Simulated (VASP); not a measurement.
# LiF (P6_3mc) in VASP: further runs

The runs below take LiF through single point, with PBE.

Everything below comes from runs of VASP 6.6.1. Logs are shortened: lines on timing, memory, paths and dates and some standing lists are left out, and cuts for length are marked.

### 1 The cell of the first run

It takes space group P6_3mc (No. 186, hexagonal). The conventional cell has a = 3.047 Å, b = 3.047 Å, c = 5.160 Å, α = 90.00°, β = 90.00°, γ = 120.00°. Within 2.3 Å of Li (site symmetry 3m) lie 4 F at 1.73 to 1.95 Å. Within 2.3 Å of F (site symmetry 3m) lie 4 Li at 1.73 to 1.95 Å.

### 2 Single point, PBE (c/a of the conventional cell at fixed volume 1.6936)

Input file INCAR:

```
SYSTEM = LiF
PREC     = Accurate       ! precision mode
ENCUT    = 520            ! plane-wave cutoff, eV
EDIFF    = 1E-6           ! SCF threshold, eV
ISMEAR   = 0              ! smearing method
SIGMA    = 0.05           ! smearing width, eV
LREAL    = .FALSE.        ! projectors in reciprocal space
LASPH    = .TRUE.         ! aspherical terms in the spheres
NELM     = 80             ! most SCF steps
ALGO     = Normal         ! electronic algorithm
ISIF     = 2              ! what is computed and relaxed
LWAVE    = .FALSE.        ! write WAVECAR
LCHARG   = .TRUE.         ! write CHGCAR
GGA      = PE             ! functional
LELF     = .TRUE.         ! ELF
LVHAR    = .TRUE.       
NBANDS   = 18             ! bands
```

Input file KPOINTS:

```
regular mesh
0
G
  9 9 6
  0 0 0
```

Input file POSCAR:

```
LiF
1.0
    3.0467389106      0.0000000000      0.0000000000
   -1.5233694553      2.6385532953      0.0000000000
    0.0000000000      0.0000000000      5.1599570191
Li F
2 2
Direct
    0.3333333333      0.6666666667      0.3300704633
    0.6666666667      0.3333333333      0.8300704633
    0.3333333333      0.6666666667      0.9939266766
    0.6666666667      0.3333333333      0.4939266766
```

Potentials or basis: VASP PAW PBE potentials, release 64 (Li_sv, F).

Started as:

```
$ cat potpaw_PBE.64/Li_sv/POTCAR potpaw_PBE.64/F/POTCAR > POTCAR
$ mpirun -np 1 vasp_std > vasp.out
```

OUTCAR:

```text
SYSTEM = LiF
   PREC = Accurate
   ENCUT = 520
   EDIFF = 1E-6
   ISMEAR = 0
   LREAL = .FALSE.
   LASPH = .TRUE.
   NELM = 80
   ISIF = 2
   GGA = PE

 ion  position               nearest neighbor table
   1  0.333  0.667  0.330-   3 1.73   4 1.95   4 1.95   4 1.95
   2  0.667  0.333  0.830-   4 1.73   3 1.95   3 1.95   3 1.95
   3  0.333  0.667  0.994-   1 1.73   2 1.95   2 1.95   2 1.95
   4  0.667  0.333  0.494-   2 1.73   1 1.95   1 1.95   1 1.95

  LATTYP: Found a hexagonal cell.
 ALAT       =     3.0467389106
 C/A-ratio  =     1.6936000000

  Lattice vectors:

 A1 = (   3.0467389106,   0.0000000000,   0.0000000000)
 A2 = (  -1.5233694553,   2.6385532953,   0.0000000000)
 A3 = (   0.0000000000,   0.0000000000,   5.1599570191)

Analysis of symmetry for initial positions (statically):
=====================================================================
 Subroutine PRICEL returns:
 Original cell was already a primitive cell.

 Routine SETGRP: Setting up the symmetry group for a
 hexagonal supercell.

 Subroutine GETGRP returns: Found 12 space group operations
 (whereof  6 operations were pure point group operations)
 out of a pool of 24 trial point group operations.

The static configuration has the point symmetry C_3v.
 The point group associated with its full space group is C_6v.

Analysis of symmetry for dynamics (positions and initial velocities):
=====================================================================
 Subroutine PRICEL returns:
 Original cell was already a primitive cell.

 Routine SETGRP: Setting up the symmetry group for a
 hexagonal supercell.

 Subroutine GETGRP returns: Found 12 space group operations
 (whereof  6 operations were pure point group operations)
 out of a pool of 24 trial point group operations.

The dynamic configuration has the point symmetry C_3v.
 The point group associated with its full space group is C_6v.

 Subroutine INISYM returns: Found 12 space group operations
 (whereof  6 operations are pure point group operations),
 and found     1 'primitive' translations

----------------------------------------------------------------------------------------

                                     Primitive cell

  volume of cell :      41.4808

[... 91 lines left out ...]
   NELM   =     80;   NELMIN=  2; NELMDL= -5     # of ELM steps
   EDIFF  = 0.1E-05   stopping-criterion for ELM
   LREAL  =      F    real-space projection
   EDIFFG = 0.1E-04   stopping-criterion for IOM
   NSW    =      0    number of steps for IOM
   IBRION =     -1    ionic relax: 0-MD 1-quasi-New 2-CG
   NFREE  =      0    steps in history (QN), initial steepest desc. (CG)
   ISIF   =      2    stress and relaxation
   ISYM   =      2    0-nonsym 1-usesym 2-fastsym
   POTIM  = 0.5000    time-step for ionic-motion
   TEBEG  =    0.0;   TEEND  =   0.0 temperature during run
   PSTRESS=    0.0 pullay stress
   NELECT =      20.0000    total number of electrons
   NUPDOWN=      -1.0000    fix difference up-down
   EMIN   =  10.00;   EMAX   =-10.00  energy-range for DOS
   EFERMI =   0.00;   METHOD = LEGACY
   ISMEAR =     0;   SIGMA  =   0.05  broadening in eV -4-tet -1-fermi 0-gaus
   EFERMI_NEDOS =   21; number of points for ismear=-14 and -15
   IALGO  =     38    algorithm
   IMIX   =      4    mixing-type and parameters
     AMIX     =   0.40;   BMIX     =  1.00
     AMIX_MAG =   1.60;   BMIX_MAG =  1.00
  volume/ion in A,a.u.               =      10.37        69.98
  Fermi-wavevector in a.u.,A,eV,Ry     =   1.283716  2.425872 22.421420  1.647928
  Thomas-Fermi vector in A             =   2.415953
   LORBIT       =      0    0 simple, 1 ext, 2 COOP (PROOUT), +10 PAW based schemes
   GGA     = PE    functional components
   LHFCALC =     F    Hartree Fock is set to
   AEXX    =    0.0000 exact exchange contribution
   IVDW    =     0    specifies the selected vdW correction
   LEPSILON=     F    determine dielectric tensor
   LRPA    =     F    only Hartree local field effects (RPA)
 non-spin polarized calculation
 Gauss-broadening in eV      SIGMA  =   0.05
  energy-cutoff  :      520.00
  volume of cell :       41.48
 maximum number of plane-waves:      1131
 NGX is ok and might be reduce to    24
   NGX = 11   NGY = 11   NGZ = 19

 number of electron      19.9999983 magnetization

 Free energy of the ion-electron system (eV)
  ---------------------------------------------------
  ext. energy  EPLUGINS =         0.00000000
  ---------------------------------------------------
  free energy    TOTEN  =       -19.14150099 eV

  energy without entropy =      -19.14150099  energy(sigma->0) =      -19.14150099

 E-fermi :  -2.3059     XC(G=0):  -8.6428

 val. band max:       -2.6027125995   @ k =   0.0000   0.0000   0.0000
 cond. band min:       4.8818601575   @ k =   0.0000   0.0000   0.0000
 fundamental gap:      7.4845727569
 Fermi energy:        -2.3058807238

 k-point     1 :       0.0000    0.0000    0.0000
  band No.  band energies     occupation
      1     -43.2420      2.00000
      2     -43.2101      2.00000
      3     -22.0052      2.00000
      4     -21.9285      2.00000
      5      -4.5478      2.00000
      6      -3.0543      2.00000
[... 481 lines left out ...]
      5      -4.3314      2.00000
      6      -3.9158      2.00000
[... 10 lines left out ...]
     17      15.8574      0.00000
     18      17.4457      0.00000

 [... further k-points ...]

------------------------ aborting loop because EDIFF is reached ----------------------------------------

  FORCE on cell =-STRESS in cart. coord.  units (eV):
  Direction    XX          YY          ZZ          XY          YZ          ZX
  --------------------------------------------------------------------------------------
  -------------------------------------------------------------------------------------
  Total       -0.1560014     -0.1560014      0.9930789      0.0000000      0.0000000     -0.0000000
  in kB       -6.0254825     -6.0254825     38.3572220      0.0000000      0.0000000     -0.0000000
  external PRESSURE =       8.7687523 kB  Pullay stress =       0.0000000 kB

 VOLUME and BASIS-vectors are now :
 -----------------------------------------------------------------------------
  energy-cutoff  :      520.00
  volume of cell :       41.48
      direct lattice vectors                 reciprocal lattice vectors
     3.046738911  0.000000000  0.000000000     0.328219788  0.189497783  0.000000000
    -1.523369455  2.638553295  0.000000000     0.000000000  0.378995566  0.000000000
     0.000000000  0.000000000  5.159957019     0.000000000  0.000000000  0.193800064

 POSITION                                       TOTAL-FORCE (eV/Angst)
 -----------------------------------------------------------------------------------
     -0.00000      1.75904      1.70315        -0.000000     -0.000000      0.869182
      1.52337      0.87952      4.28313         0.000000      0.000000      0.869182
     -0.00000      1.75904      5.12862         0.000000     -0.000000     -0.869182
      1.52337      0.87952      2.54864        -0.000000      0.000000     -0.869182
 -----------------------------------------------------------------------------------
    total drift:                                0.000000      0.000000     -0.009780

  FREE ENERGIE OF THE ION-ELECTRON SYSTEM (eV)
  ---------------------------------------------------
  free  energy   TOTEN  =       -19.1415009858 eV

  energy  without entropy=      -19.1415009858  energy(sigma->0) =      -19.14150099
```

OSZICAR:

```text
N       E                     dE             d eps       ncg     rms          rms(c)
DAV:   1     0.122424239237E+03    0.12242E+03   -0.10889E+04  1728   0.120E+03
DAV:   2    -0.985773444376E+01   -0.13228E+03   -0.12940E+03  1930   0.300E+02
DAV:   3    -0.205058404202E+02   -0.10648E+02   -0.10590E+02  3244   0.633E+01
DAV:   4    -0.205989862133E+02   -0.93146E-01   -0.92984E-01  2236   0.728E+00
DAV:   5    -0.206001122240E+02   -0.11260E-02   -0.11258E-02  2304   0.677E-01    0.744E+00
DAV:   6    -0.190746984346E+02    0.15254E+01   -0.43475E+00  1826   0.154E+01    0.232E+00
DAV:   7    -0.191018562628E+02   -0.27158E-01   -0.13853E-01  1990   0.251E+00    0.152E+00
DAV:   8    -0.191415611750E+02   -0.39705E-01   -0.66491E-02  1994   0.247E+00    0.386E-01
DAV:   9    -0.191403537792E+02    0.12074E-02   -0.77521E-03  2430   0.729E-01    0.102E-01
DAV:  10    -0.191414964554E+02   -0.11427E-02   -0.15161E-03  1886   0.269E-01    0.406E-02
DAV:  11    -0.191414963086E+02    0.14687E-06   -0.48530E-05  2406   0.653E-02    0.691E-03
DAV:  12    -0.191415007380E+02   -0.44294E-05   -0.69553E-06  1900   0.204E-02    0.132E-03
DAV:  13    -0.191415009858E+02   -0.24783E-06   -0.15046E-07  2016   0.347E-03
   1 F= -.19141501E+02 E0= -.19141501E+02  d E =-.602611E-19
```

Run time: 20 s. Hardware: 1 thread of AMD EPYC 9R45 (Zen 5), shared host; peak memory 0.13 GiB.

Results:

| Item | Value |
| --- | --- |
| Free energy | -19.1415 eV |
| Largest force | 0.869 eV/Å |
| Band gap on the k mesh | 7.48 eV, direct |

Forces in eV/Å, atoms in the order of the input:
```
Li   0.000  0.000  0.869
Li   0.000  0.000  0.869
F    0.000  0.000 -0.869
F    0.000  0.000 -0.869
```

Caveat: the cutoff is under 1.25 times the usual one of these potentials, so pressure, stress and relaxed cells hold a basis-set (Pulay) error. A k mesh can miss the band edges.

(Continued in part 2 of 2.)
